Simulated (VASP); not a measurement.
# CO2 (I-42d) in VASP: notebook

The runs below take CO2 through single point, with PBE.

Program: VASP 6.6.1. These are calculated values, not measurements. Logs are shortened: lines on timing, memory, paths and dates and some standing lists are left out, and cuts for length are marked.

## 1. The cell of the first run

Symmetry: I-42d, No. 122, tetragonal system. The conventional cell has a = 3.895 Å, b = 3.895 Å, c = 5.952 Å, α = 90.00°, β = 90.00°, γ = 90.00°. Within 1.9 Å of C (site symmetry -4) lie 4 O at 1.39 Å. Within 1.9 Å of O (site symmetry 2) lie 2 C at 1.39 Å.

## 2. Single point, PBE (volume scaled by 0.960)

INCAR

```
PREC = Accurate
ENCUT = 520
EDIFF = 1E-6
ISMEAR = 0
SIGMA = 0.05
LREAL = F
LASPH = T
NELM = 100
ALGO = Normal
ISIF = 2
LWAVE = F
LCHARG = F
GGA = PE
NBANDS = 25
```

KPOINTS

```
regular mesh
0
Gamma
  10 10 10
```

POSCAR

```
CO2
1.0
   -1.9474406817      1.9474406817      2.9757803613
    1.9474406817     -1.9474406817      2.9757803613
    1.9474406817      1.9474406817     -2.9757803613
C O
2 4
Direct
    0.0000000000      0.0000000000      0.0000000000
    0.7500000000      0.2500000000      0.5000000000
    0.3750000000      0.2960936473      0.4210936473
    0.7039063527      0.1250000000      0.0789063527
    0.8750000000      0.9539063527      0.5789063527
    0.0460936473      0.6250000000      0.9210936473
```

Potentials or basis: VASP PAW PBE potentials, release 64 (C, O).

Command:

```bash
$ cat potpaw_PBE.64/C/POTCAR potpaw_PBE.64/O/POTCAR > POTCAR
$ mpirun -np 1 vasp_std > vasp.out
```

OUTCAR:

```text
PREC = Accurate
   ENCUT = 520
   EDIFF = 1E-6
   ISMEAR = 0
   LREAL = F
   LASPH = T
   NELM = 100
   ISIF = 2
   GGA = PE

 ion  position               nearest neighbor table
   1  0.000  0.000  0.000-   3 1.39   4 1.39   5 1.39   6 1.39
   2  0.750  0.250  0.500-   3 1.39   4 1.39   5 1.39   6 1.39
   3  0.375  0.296  0.421-   1 1.39   2 1.39
   4  0.704  0.125  0.079-   1 1.39   2 1.39
   5  0.875  0.954  0.579-   1 1.39   2 1.39
   6  0.046  0.625  0.921-   1 1.39   2 1.39

  LATTYP: Found a body centered tetragonal cell.
 ALAT       =     3.8948813634
 C/A-ratio  =     1.5280467278

  Lattice vectors:

 A1 = (  -1.9474406817,   1.9474406817,   2.9757803613)
 A2 = (   1.9474406817,  -1.9474406817,   2.9757803613)
 A3 = (   1.9474406817,   1.9474406817,  -2.9757803613)

Analysis of symmetry for initial positions (statically):
=====================================================================
 Subroutine PRICEL returns:
 Original cell was already a primitive cell.

 Routine SETGRP: Setting up the symmetry group for a
 body centered tetragonal supercell.

 Subroutine GETGRP returns: Found  8 space group operations
 (whereof  4 operations were pure point group operations)
 out of a pool of 16 trial point group operations.

The static configuration has the point symmetry S_4 .
 The point group associated with its full space group is D_2d.

Analysis of symmetry for dynamics (positions and initial velocities):
=====================================================================
 Subroutine PRICEL returns:
 Original cell was already a primitive cell.

 Routine SETGRP: Setting up the symmetry group for a
 body centered tetragonal supercell.

 Subroutine GETGRP returns: Found  8 space group operations
 (whereof  4 operations were pure point group operations)
 out of a pool of 16 trial point group operations.

The dynamic configuration has the point symmetry S_4 .
 The point group associated with its full space group is D_2d.

 Subroutine INISYM returns: Found  8 space group operations
 (whereof  4 operations are pure point group operations),
 and found     1 'primitive' translations

----------------------------------------------------------------------------------------

                                     Primitive cell

  volume of cell :      45.1429

[... 92 lines left out ...]
   LSORBIT =      F    spin-orbit coupling
   LASPH  =      T    aspherical Exc in radial PAW
   ENCUT  =  520.0 eV  38.22 Ry    6.18 a.u.   7.54  7.54  7.54*2*pi/ulx,y,z
   NELM   =    100;   NELMIN=  2; NELMDL= -5     # of ELM steps
   EDIFF  = 0.1E-05   stopping-criterion for ELM
   LREAL  =      F    real-space projection
   EDIFFG = 0.1E-04   stopping-criterion for IOM
   NSW    =      0    number of steps for IOM
   IBRION =     -1    ionic relax: 0-MD 1-quasi-New 2-CG
   NFREE  =      0    steps in history (QN), initial steepest desc. (CG)
   ISIF   =      2    stress and relaxation
   ISYM   =      2    0-nonsym 1-usesym 2-fastsym
   POTIM  = 0.5000    time-step for ionic-motion
   TEBEG  =    0.0;   TEEND  =   0.0 temperature during run
   PSTRESS=    0.0 pullay stress
   NELECT =      32.0000    total number of electrons
   NUPDOWN=      -1.0000    fix difference up-down
   EMIN   =  10.00;   EMAX   =-10.00  energy-range for DOS
   EFERMI =   0.00;   METHOD = LEGACY
   ISMEAR =     0;   SIGMA  =   0.05  broadening in eV -4-tet -1-fermi 0-gaus
   EFERMI_NEDOS =   21; number of points for ismear=-14 and -15
   IALGO  =     38    algorithm
   IMIX   =      4    mixing-type and parameters
     AMIX     =   0.40;   BMIX     =  1.00
     AMIX_MAG =   1.60;   BMIX_MAG =  1.00
  volume/ion in A,a.u.               =       7.52        50.77
  Fermi-wavevector in a.u.,A,eV,Ry     =   1.459694  2.758421 28.990008  2.130705
  Thomas-Fermi vector in A             =   2.576231
   LORBIT       =      0    0 simple, 1 ext, 2 COOP (PROOUT), +10 PAW based schemes
   GGA     = PE    functional components
   LHFCALC =     F    Hartree Fock is set to
   AEXX    =    0.0000 exact exchange contribution
   IVDW    =     0    specifies the selected vdW correction
   LEPSILON=     F    determine dielectric tensor
   LRPA    =     F    only Hartree local field effects (RPA)
 non-spin polarized calculation
 Gauss-broadening in eV      SIGMA  =   0.05
  energy-cutoff  :      520.00
  volume of cell :       45.14
 maximum number of plane-waves:      1234
   NGX = 15   NGY = 15   NGZ = 15

 number of electron      31.9999990 magnetization

 Free energy of the ion-electron system (eV)
  ---------------------------------------------------
  ext. energy  EPLUGINS =         0.00000000
  ---------------------------------------------------
  free energy    TOTEN  =       -43.37978603 eV

  energy without entropy =      -43.37978603  energy(sigma->0) =      -43.37978603

 E-fermi :   2.8282     XC(G=0): -11.3116

 val. band max:        2.5670526155   @ k =   0.5000   0.0000  -0.0000
 cond. band min:      10.2593202329   @ k =   0.0000   0.0000   0.0000
 fundamental gap:      7.6922676174
 Fermi energy:         2.8282033968

 k-point     1 :       0.0000    0.0000    0.0000
  band No.  band energies     occupation
      1     -21.6692      2.00000
      2     -16.4573      2.00000
      3     -16.4573      2.00000
      4     -15.7650      2.00000
      5     -12.0014      2.00000
      6      -7.1725      2.00000
[... 661 lines left out ...]
     24      17.3223      0.00000
     25      18.1342      0.00000

 [... further k-points ...]
[... 5 lines left out ...]
  --------------------------------------------------------------------------------------
  -------------------------------------------------------------------------------------
  Total        2.1717541      2.1717541      2.1298262      0.0000000      0.0000000      0.0000000
  in kB       77.0782583     77.0782583     75.5901832      0.0000000      0.0000000      0.0000000
  external PRESSURE =      76.5822333 kB  Pullay stress =       0.0000000 kB

 VOLUME and BASIS-vectors are now :
 -----------------------------------------------------------------------------
  energy-cutoff  :      520.00
  volume of cell :       45.14
      direct lattice vectors                 reciprocal lattice vectors
    -1.947440682  1.947440682  2.975780361     0.000000000  0.256747230  0.168023153
     1.947440682 -1.947440682  2.975780361     0.256747230  0.000000000  0.168023153
     1.947440682  1.947440682 -2.975780361     0.256747230  0.256747230  0.000000000

 POSITION                                       TOTAL-FORCE (eV/Angst)
 -----------------------------------------------------------------------------------
      0.00000      0.00000      0.00000         0.000000      0.000000     -0.000000
     -0.00000      1.94744      1.48789         0.000000      0.000000      0.000000
      0.66639      0.97372      0.74395         0.088968      0.000000      0.000000
     -0.97372      1.28105      2.23184         0.000000     -0.088968     -0.000000
      1.28105      0.97372      3.71973        -0.088968      0.000000     -0.000000
      2.92116      0.66639     -0.74395        -0.000000      0.088968      0.000000
 -----------------------------------------------------------------------------------
    total drift:                                0.000002      0.000002      0.000003

  FREE ENERGIE OF THE ION-ELECTRON SYSTEM (eV)
  ---------------------------------------------------
  free  energy   TOTEN  =       -43.3797860324 eV

  energy  without entropy=      -43.3797860324  energy(sigma->0) =      -43.37978603
```

OSZICAR:

```text
N       E                     dE             d eps       ncg     rms          rms(c)
DAV:   1     0.154254204695E+03    0.15425E+03   -0.18687E+04  5100   0.128E+03
DAV:   2    -0.385262469274E+02   -0.19278E+03   -0.18581E+03  6437   0.299E+02
DAV:   3    -0.463244476539E+02   -0.77982E+01   -0.77495E+01  6759   0.584E+01
DAV:   4    -0.463881226589E+02   -0.63675E-01   -0.63621E-01  6157   0.599E+00
DAV:   5    -0.463887107139E+02   -0.58805E-03   -0.58781E-03  6677   0.549E-01    0.130E+01
DAV:   6    -0.434054015119E+02    0.29833E+01   -0.60385E+00  6255   0.203E+01    0.523E+00
DAV:   7    -0.433907223221E+02    0.14679E-01   -0.71664E-01  6442   0.579E+00    0.294E+00
DAV:   8    -0.433835240187E+02    0.71983E-02   -0.68674E-02  5955   0.242E+00    0.561E-01
DAV:   9    -0.433795996316E+02    0.39244E-02   -0.14552E-02  6067   0.106E+00    0.208E-01
DAV:  10    -0.433798233178E+02   -0.22369E-03   -0.24464E-03  6773   0.350E-01    0.717E-02
DAV:  11    -0.433797771759E+02    0.46142E-04   -0.19129E-04  6130   0.113E-01    0.181E-02
DAV:  12    -0.433797856103E+02   -0.84343E-05   -0.23670E-05  6118   0.362E-02    0.529E-03
DAV:  13    -0.433797860324E+02   -0.42213E-06   -0.25466E-06  5826   0.121E-02
   1 F= -.43379786E+02 E0= -.43379786E+02  d E =-.160626E-15
```

It took 57 s on 1 thread of Intel Xeon 6975P-C (Granite Rapids), shared host; peak memory 0.21 GiB.

Results:

- Free energy: -43.3798 eV
- Pressure: 7.7 GPa
- Largest force: 0.089 eV/Å
- Band gap on the k mesh: 7.69 eV, indirect (least direct gap 8.08 eV)

Forces in eV/Å, atoms in the order of the input:
```
C    0.000  0.000  0.000
C    0.000  0.000  0.000
O    0.089  0.000  0.000
O    0.000 -0.089  0.000
O   -0.089  0.000  0.000
O    0.000  0.089  0.000
```

Levels at points of the mesh, in eV from the valence-band top:
| k point | band 13 | band 14 | band 15 | band 16 | band 17 | band 18 | band 19 | band 20 |
| --- | --- | --- | --- | --- | --- | --- | --- | --- |
| (0.00, 0.00, 0.00) | -1.32 | -0.83 | -0.83 | -0.39 | 7.69 | 9.48 | 9.48 | 9.48 |
| (0.50, 0.00, 0.00) | -1.70 | -1.40 | -0.41 | 0.00 | 8.40 | 9.67 | 9.87 | 10.41 |
| (0.50, 0.50, 0.00) | -0.61 | -0.61 | -0.55 | -0.55 | 9.10 | 9.10 | 10.05 | 10.05 |
| (0.50, 0.50, 0.50) | -2.86 | -2.86 | -0.03 | -0.03 | 8.92 | 8.92 | 10.90 | 10.90 |

Caveat: the cell differs from its parent crystal (volume scaled by 0.960).

## 3. Single point, PBE (volume scaled by 0.980)

INCAR

```
SYSTEM = CO2
PREC     = Accurate       ! precision mode
ENCUT    = 520            ! plane-wave cutoff, eV
EDIFF    = 1E-6           ! SCF threshold, eV
ISMEAR   = 0              ! smearing method
SIGMA    = 0.05           ! smearing width, eV
LREAL    = .FALSE.        ! projectors in reciprocal space
LASPH    = .TRUE.         ! aspherical terms in the spheres
NELM     = 60             ! most SCF steps
ALGO     = Normal         ! electronic algorithm
ISIF     = 2              ! what is computed and relaxed
LWAVE    = .FALSE.        ! write WAVECAR
LCHARG   = .FALSE.        ! write CHGCAR
GGA      = PE             ! functional
NBANDS   = 25             ! bands
```

KPOINTS

```
regular mesh
0
G
  10 10 10
  0 0 0
```

POSCAR

```
CO2
1.0
   -1.9653609815      1.9653609815      2.9826310365
    1.9653609815     -1.9653609815      2.9826310365
    1.9653609815      1.9653609815     -2.9826310365
C O
2 4
Direct
    0.0000000000      0.0000000000      0.0000000000
    0.7500000000      0.2500000000      0.5000000000
    0.3750000000      0.2926330172      0.4176330172
    0.7073669828      0.1250000000      0.0823669828
    0.8750000000      0.9573669828      0.5823669828
    0.0426330172      0.6250000000      0.9176330172
```

Potentials or basis: VASP PAW PBE potentials, release 64 (C, O).

Command:

```bash
$ cat potpaw_PBE.64/C/POTCAR potpaw_PBE.64/O/POTCAR > POTCAR
$ mpirun -np 1 vasp_std > vasp.out
```

Run time: 58 s. Hardware: 1 thread of Intel Xeon 6975P-C (Granite Rapids), shared host; peak memory 0.21 GiB.

It converged, with:

* Free energy: -43.4131 eV
* Pressure: 4.4 GPa
* Largest force: 0.084 eV/Å
* Band gap on the k mesh: 7.67 eV, indirect (least direct gap 8.09 eV)

Forces in eV/Å, atoms in the order of the input:
```
C    0.000  0.000  0.000
C    0.000  0.000  0.000
O    0.084  0.000  0.000
O    0.000 -0.084  0.000
O   -0.084  0.000  0.000
O    0.000  0.084  0.000
```

Stress tensor (GPa, compression positive):
```
4.46 0.00 0.00
0.00 4.46 0.00
0.00 0.00 4.29
```

Levels at points of the mesh, in eV from the valence-band top:
| k point | band 12 | band 13 | band 14 | band 15 | band 16 | band 17 | band 18 | band 19 | band 20 | band 21 |
| --- | --- | --- | --- | --- | --- | --- | --- | --- | --- | --- |
| (0.00, 0.00, 0.00) | -1.25 | -1.25 | -0.86 | -0.86 | -0.42 | 7.67 | 9.29 | 9.34 | 9.34 | 12.27 |
| (0.50, 0.00, 0.00) | -2.30 | -1.69 | -1.38 | -0.41 | 0.00 | 8.30 | 9.54 | 9.69 | 10.34 | 12.40 |
| (0.50, 0.50, 0.00) | -2.66 | -0.63 | -0.63 | -0.53 | -0.53 | 8.96 | 8.96 | 9.95 | 9.95 | 11.70 |
| (0.50, 0.50, 0.50) | -3.10 | -2.84 | -2.84 | -0.02 | -0.02 | 8.90 | 8.90 | 10.74 | 10.74 | 11.39 |

Caveat: the cell differs from its parent crystal (volume scaled by 0.980). A k mesh can miss the band edges.

## 4. Single point, PBE

This run uses another cell than the first one, of 7.84 Å³/atom, 1.042 times its volume.

INCAR

```
ALGO = Normal ; EDIFF = 1E-7
ENCUT = 520 ; GGA = PE
ISIF = 2 ; ISMEAR = 0
LASPH = T ; LCHARG = F
LREAL = F ; LWAVE = F
NBANDS = 25 ; NELM = 80
PREC = Accurate ; SIGMA = 0.05
```

KPOINTS

```
k-points
0
Gamma
  10 10 10
```

POSCAR

```
CO2
1.0
   -1.9824135382      1.9824135382      2.9913663684
    1.9824135382     -1.9824135382      2.9913663684
    1.9824135382      1.9824135382     -2.9913663684
C O
2 4
Direct
    0.0000000000      0.0000000000      0.0000000000
    0.7500000000      0.2500000000      0.5000000000
    0.3750000000      0.2893122308      0.4143122308
    0.7106877692      0.1250000000      0.0856877692
    0.8750000000      0.9606877692      0.5856877692
    0.0393122308      0.6250000000      0.9143122308
```

Command:

```bash
$ cat potpaw_PBE.64/C/POTCAR potpaw_PBE.64/O/POTCAR > POTCAR
$ mpirun -np 1 vasp_std > vasp.out
```

Run time: 65 s. Hardware: 1 thread of Intel Xeon 6975P-C (Granite Rapids), shared host; peak memory 0.21 GiB.

It converged, with:

```yaml
Free_energy: -43.4285 eV
Pressure: 1.4 GPa
Largest_force: 0.077 eV/Å
Band_gap_on_the_k_mesh: 7.64 eV, indirect (least direct gap 8.09 eV)
```

Forces in eV/Å, atoms in the order of the input:
```
C    0.000  0.000  0.000
C    0.000  0.000  0.000
O    0.077  0.000  0.000
O    0.000 -0.077  0.000
O   -0.077  0.000  0.000
O    0.000  0.077  0.000
```

Stress tensor (GPa, compression positive):
```
1.47 0.00 0.00
0.00 1.47 0.00
0.00 0.00 1.20
```

Levels at points of the mesh, in eV from the valence-band top:
```tsv
k point	band 12	band 13	band 14	band 15	band 16	band 17	band 18	band 19	band 20	band 21
(0.00, 0.00, 0.00)	-1.17	-1.17	-0.88	-0.88	-0.44	7.64	9.09	9.20	9.20	12.25
(0.50, 0.00, 0.00)	-2.23	-1.67	-1.35	-0.41	0.00	8.19	9.40	9.54	10.26	12.35
(0.50, 0.50, 0.00)	-2.64	-0.65	-0.65	-0.50	-0.50	8.81	8.81	9.86	9.86	11.67
(0.50, 0.50, 0.50)	-3.09	-2.82	-2.82	-0.01	-0.01	8.88	8.88	10.56	10.56	11.38
```

A k mesh can miss the band edges.

(Part 1 of 2 ends here.)
